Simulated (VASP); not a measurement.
# Ba (P6_3/mmc) in VASP: single point with PBE

Aim: the single point of Ba with PBE.

All numbers are computed with VASP 6.6.1; they aren't measurements. Logs are shortened: lines on timing, memory, paths and dates and some standing lists are left out, and cuts for length are marked.

### 1 The cell of the first run

Symmetry: P6_3/mmc, No. 194, hexagonal system. The conventional cell has a = 4.135 Å, b = 4.135 Å, c = 6.635 Å, α = 90.00°, β = 90.00°, γ = 120.00°. Ba (site symmetry -6m2) has 12 Ba at 4.09 to 4.13 Å within 5.4 Å.

This isn't the form of Ba at room conditions, which is bcc.

### 2 Single point, PBE

Input file INCAR:

```
SYSTEM = Ba
PREC = Accurate
ENCUT = 520
EDIFF = 1E-6
ISMEAR = -1
SIGMA = 0.05
LREAL = .False.
LASPH = .True.
NELM = 100
ALGO = Normal
ISIF = 2
LWAVE = .False.
LCHARG = .False.
GGA = PE
NBANDS = 17
```

Input file KPOINTS:

```
Automatic mesh
0
Gamma
  11 11 6
  0 0 0
```

Input file POSCAR:

```
Ba
1.0
    4.1346947456      0.0000000000      0.0000000000
   -2.0673473728      3.5807506866      0.0000000000
    0.0000000000      0.0000000000      6.6349489346
Ba
2
Direct
    0.3333333333      0.6666666667      0.2500000000
    0.6666666667      0.3333333333      0.7500000000
```

Potentials or basis: VASP PAW PBE potentials, release 64 (Ba_sv).

Launch:

```sh
> cat potpaw_PBE.64/Ba_sv/POTCAR > POTCAR
> mpirun -np 1 vasp_std > vasp.out
```

OUTCAR:

```text
SYSTEM = Ba
   PREC = Accurate
   ENCUT = 520
   EDIFF = 1E-6
   ISMEAR = -1
   LREAL = .False.
   LASPH = .True.
   NELM = 100
   ISIF = 2
   GGA = PE

 ion  position               nearest neighbor table
   1  0.333  0.667  0.250-   2 4.09   2 4.09   2 4.09   2 4.09   2 4.09   2 4.09
   2  0.667  0.333  0.750-   1 4.09   1 4.09   1 4.09   1 4.09   1 4.09   1 4.09

  LATTYP: Found a hexagonal cell.
 ALAT       =     4.1346947456
 C/A-ratio  =     1.6047010343

  Lattice vectors:

 A1 = (   4.1346947456,   0.0000000000,   0.0000000000)
 A2 = (  -2.0673473728,   3.5807506866,   0.0000000000)
 A3 = (   0.0000000000,   0.0000000000,   6.6349489346)

Analysis of symmetry for initial positions (statically):
=====================================================================
 Subroutine PRICEL returns:
 Original cell was already a primitive cell.

 Routine SETGRP: Setting up the symmetry group for a
 hexagonal supercell.

 Subroutine GETGRP returns: Found 24 space group operations
 (whereof 12 operations were pure point group operations)
 out of a pool of 24 trial point group operations.

The static configuration has the point symmetry D_3d.
 The point group associated with its full space group is D_6h.

Analysis of symmetry for dynamics (positions and initial velocities):
=====================================================================
 Subroutine PRICEL returns:
 Original cell was already a primitive cell.

 Routine SETGRP: Setting up the symmetry group for a
 hexagonal supercell.

 Subroutine GETGRP returns: Found 24 space group operations
 (whereof 12 operations were pure point group operations)
 out of a pool of 24 trial point group operations.

The dynamic configuration has the point symmetry D_3d.
 The point group associated with its full space group is D_6h.

 Subroutine INISYM returns: Found 24 space group operations
 (whereof 12 operations are pure point group operations),
 and found     1 'primitive' translations

----------------------------------------------------------------------------------------

                                     Primitive cell

  volume of cell :      98.2325

  direct lattice vectors                    reciprocal lattice vectors
     4.134694746  0.000000000  0.000000000     0.241855823  0.139635524  0.000000000
    -2.067347373  3.580750687  0.000000000     0.000000000  0.279271049  0.000000000
     0.000000000  0.000000000  6.634948935     0.000000000  0.000000000  0.150717061

  length of vectors
     4.134694746  4.134694746  6.634948935     0.279271049  0.279271049  0.150717061

  position of ions in fractional coordinates (direct lattice)
     0.333333333  0.666666667  0.250000000
     0.666666667  0.333333333  0.750000000

  ion indices of the primitive-cell ions
   primitive index   ion index
                 1           1
                 2           2

----------------------------------------------------------------------------------------

 KPOINTS: Automatic mesh

Automatic generation of k-mesh.
 Grid dimensions read from file:
 generate k-points for:   11   11    6

 Generating k-lattice:

  Cartesian coordinates                     Fractional coordinates (reciprocal lattice)
     0.021986893  0.012694139  0.000000000     0.090909091  0.000000000  0.000000000
     0.000000000  0.025388277  0.000000000     0.000000000  0.090909091  0.000000000
     0.000000000  0.000000000  0.025119510     0.000000000  0.000000000  0.166666667

  Length of vectors
     0.025388277  0.025388277  0.025119510

  Shift w.r.t. Gamma in fractional coordinates (k-lattice)
     0.000000000  0.000000000  0.000000000

 Subroutine IBZKPT returns following result:
 ===========================================

 Found     64 irreducible k-points:

 Following reciprocal coordinates:
            Coordinates               Weight
  0.000000  0.000000  0.000000      1.000000
  0.090909 -0.000000  0.000000      6.000000
  0.181818 -0.000000  0.000000      6.000000
  0.272727 -0.000000  0.000000      6.000000
  0.363636 -0.000000  0.000000      6.000000
  0.454545 -0.000000  0.000000      6.000000
[... 16 lines left out ...]
  0.090909  0.090909  0.166667     12.000000
  0.181818  0.090909  0.166667     24.000000
 [... further k-points ...]
   k-points           NKPTS =     64   k-points in BZ     NKDIM =     64   number of bands    NBANDS=     17
   number of dos      NEDOS =    301   number of ions     NIONS =      2
   total plane-waves  NPLWV =  51200
   dimension x,y,z NGX =    32 NGY =   32 NGZ =   50
   dimension x,y,z NGXF=    64 NGYF=   64 NGZF=  100
   ions per type =               2
   NGX,Y,Z   is equivalent  to a cutoff of  12.87, 12.87, 12.53 a.u.
   NGXF,Y,Z  is equivalent  to a cutoff of  25.73, 25.73, 25.06 a.u.
 SYSTEM =  Ba
   PREC   = accura    normal or accurate (medium, high low for compatibility)
   ISTART =      0    job   : 0-new  1-cont  2-samecut
   ICHARG =      2    charge: 1-file 2-atom 10-const
   ISPIN  =      1    spin polarized calculation?
   LNONCOLLINEAR =      F non collinear calculations
   LSORBIT =      F    spin-orbit coupling
   LASPH  =      T    aspherical Exc in radial PAW
   ENCUT  =  520.0 eV  38.22 Ry    6.18 a.u.   7.69  7.69 12.34*2*pi/ulx,y,z
   NELM   =    100;   NELMIN=  2; NELMDL= -5     # of ELM steps
   EDIFF  = 0.1E-05   stopping-criterion for ELM
   LREAL  =      F    real-space projection
   EDIFFG = 0.1E-04   stopping-criterion for IOM
   NSW    =      0    number of steps for IOM
   IBRION =     -1    ionic relax: 0-MD 1-quasi-New 2-CG
   NFREE  =      0    steps in history (QN), initial steepest desc. (CG)
   ISIF   =      2    stress and relaxation
   ISYM   =      2    0-nonsym 1-usesym 2-fastsym
   POTIM  = 0.5000    time-step for ionic-motion
   TEBEG  =    0.0;   TEEND  =   0.0 temperature during run
   PSTRESS=    0.0 pullay stress
   NELECT =      20.0000    total number of electrons
   NUPDOWN=      -1.0000    fix difference up-down
   EMIN   =  10.00;   EMAX   =-10.00  energy-range for DOS
   EFERMI =   0.00;   METHOD = LEGACY
   ISMEAR =    -1;   SIGMA  =   0.05  broadening in eV -4-tet -1-fermi 0-gaus
   EFERMI_NEDOS =   21; number of points for ismear=-14 and -15
   IALGO  =     38    algorithm
   IMIX   =      4    mixing-type and parameters
     AMIX     =   0.40;   BMIX     =  1.00
     AMIX_MAG =   1.60;   BMIX_MAG =  1.00
  volume/ion in A,a.u.               =      49.12       331.45
  Fermi-wavevector in a.u.,A,eV,Ry     =   0.963089  1.819974 12.619956  0.927541
  Thomas-Fermi vector in A             =   2.092604
   LORBIT       =      0    0 simple, 1 ext, 2 COOP (PROOUT), +10 PAW based schemes
   GGA     = PE    functional components
   LHFCALC =     F    Hartree Fock is set to
   AEXX    =    0.0000 exact exchange contribution
   IVDW    =     0    specifies the selected vdW correction
   LEPSILON=     F    determine dielectric tensor
   LRPA    =     F    only Hartree local field effects (RPA)
 non-spin polarized calculation
  energy-cutoff  :      520.00
  volume of cell :       98.23
 maximum number of plane-waves:      2683
 NGX is ok and might be reduce to    32
   NGX = 15   NGY = 15   NGZ = 25

 number of electron      19.9999998 magnetization

 Free energy of the ion-electron system (eV)
  ---------------------------------------------------
  ext. energy  EPLUGINS =         0.00000000
  ---------------------------------------------------
  free energy    TOTEN  =        -3.56395782 eV

  energy without entropy =       -3.54641665  energy(sigma->0) =       -3.55518724

 E-fermi :   2.5960     XC(G=0):  -8.2498

 val. band max:        2.5950851564   @ k =   0.2727   0.2727   0.0000
 cond. band min:       2.6207999729   @ k =   0.2727   0.1818   0.0000
 fundamental gap:      0.0257148164
 Fermi energy:         2.5959961366

 k-point     1 :       0.0000    0.0000    0.0000
  band No.  band energies     occupation
      1     -25.9505      2.00000
      2     -25.8260      2.00000
      3     -11.6907      2.00000
      4     -10.8231      2.00000
      5     -10.8231      2.00000
      6     -10.6859      2.00000
[... 9 lines left out ...]
     16       5.1482      0.00000
     17       5.7019      0.00000

 k-point     2 :       0.0909   -0.0000    0.0000
  band No.  band energies     occupation
      1     -25.9427      2.00000
      2     -25.8226      2.00000
      3     -11.6654      2.00000
      4     -10.8847      2.00000
      5     -10.8426      2.00000
      6     -10.7503      2.00000
[... 9 lines left out ...]
     16       5.3105      0.00000
     17       5.4986      0.00000

 k-point     3 :       0.1818   -0.0000    0.0000
  band No.  band energies     occupation
      1     -25.9211      2.00000
      2     -25.8138      2.00000
      3     -11.5936      2.00000
      4     -11.0480      2.00000
      5     -10.9139      2.00000
      6     -10.8923      2.00000
[... 9 lines left out ...]
     16       5.2058      0.00000
     17       5.4200      0.00000

 k-point     4 :       0.2727   -0.0000    0.0000
  band No.  band energies     occupation
      1     -25.8913      2.00000
      2     -25.8036      2.00000
      3     -11.4864      2.00000
      4     -11.2570      2.00000
      5     -11.1118      2.00000
      6     -10.9533      2.00000
[... 9 lines left out ...]
     16       5.9925      0.00000
     17       6.0498      0.00000
[... 343 lines left out ...]
      1     -25.8370      2.00000
      2     -25.7988      2.00000
      3     -11.5901      2.00000
      4     -11.4308      2.00000
      5     -11.1858      2.00000
      6     -11.0217      2.00000
[... 9 lines left out ...]
     16       7.6150      0.00000
     17       7.9402      0.00000

 k-point    23 :       0.0909    0.0909    0.1667
  band No.  band energies     occupation
      1     -25.9207      2.00000
      2     -25.8241      2.00000
      3     -11.5691      2.00000
      4     -10.9657      2.00000
      5     -10.9374      2.00000
      6     -10.8508      2.00000
[... 9 lines left out ...]
     16       5.3441      0.00000
     17       5.7215      0.00000

 k-point    24 :       0.1818    0.0909    0.1667
  band No.  band energies     occupation
      1     -25.8960      2.00000
      2     -25.8135      2.00000
      3     -11.5044      2.00000
      4     -11.1352      2.00000
      5     -11.0876      2.00000
      6     -10.9188      2.00000
[... 9 lines left out ...]
     16       5.6483      0.00000
     17       5.9755      0.00000

 [... further k-points ...]

------------------------ aborting loop because EDIFF is reached ----------------------------------------

  FORCE on cell =-STRESS in cart. coord.  units (eV):
  Direction    XX          YY          ZZ          XY          YZ          ZX
  --------------------------------------------------------------------------------------
  -------------------------------------------------------------------------------------
  Total        1.8373345      1.8373345      1.8451967      0.0000000      0.0000000      0.0000000
  in kB       29.9670296     29.9670296     30.0952625      0.0000000      0.0000000      0.0000000
  external PRESSURE =      30.0097739 kB  Pullay stress =       0.0000000 kB

 VOLUME and BASIS-vectors are now :
 -----------------------------------------------------------------------------
  energy-cutoff  :      520.00
  volume of cell :       98.23
      direct lattice vectors                 reciprocal lattice vectors
     4.134694746  0.000000000  0.000000000     0.241855823  0.139635524  0.000000000
    -2.067347373  3.580750687  0.000000000     0.000000000  0.279271049  0.000000000
     0.000000000  0.000000000  6.634948935     0.000000000  0.000000000  0.150717061

 POSITION                                       TOTAL-FORCE (eV/Angst)
 -----------------------------------------------------------------------------------
     -0.00000      2.38717      1.65874         0.000000      0.000000      0.000000
      2.06735      1.19358      4.97621        -0.000000     -0.000000      0.000000
 -----------------------------------------------------------------------------------
    total drift:                               -0.000000      0.000000     -0.000000

  FREE ENERGIE OF THE ION-ELECTRON SYSTEM (eV)
  ---------------------------------------------------
  free  energy   TOTEN  =        -3.5639578191 eV

  energy  without entropy=       -3.5464166531  energy(sigma->0) =       -3.55518724
```

Wall time 64 s (1 thread of Intel Xeon 8259CL, shared host); peak memory 0.26 GiB.

What came out:

```yaml
Free_energy: -3.5640 eV
Pressure: 3.0 GPa
Band_gap_on_the_k_mesh: zero (bands 10 and 11 overlap by 0.59 eV)
```

Caveat: the cell stands under pressure; spin-orbit coupling is left out, which moves the levels of the heavy elements.

The gap in the log of VASP goes by the Fermi energy; the results here count the filled bands.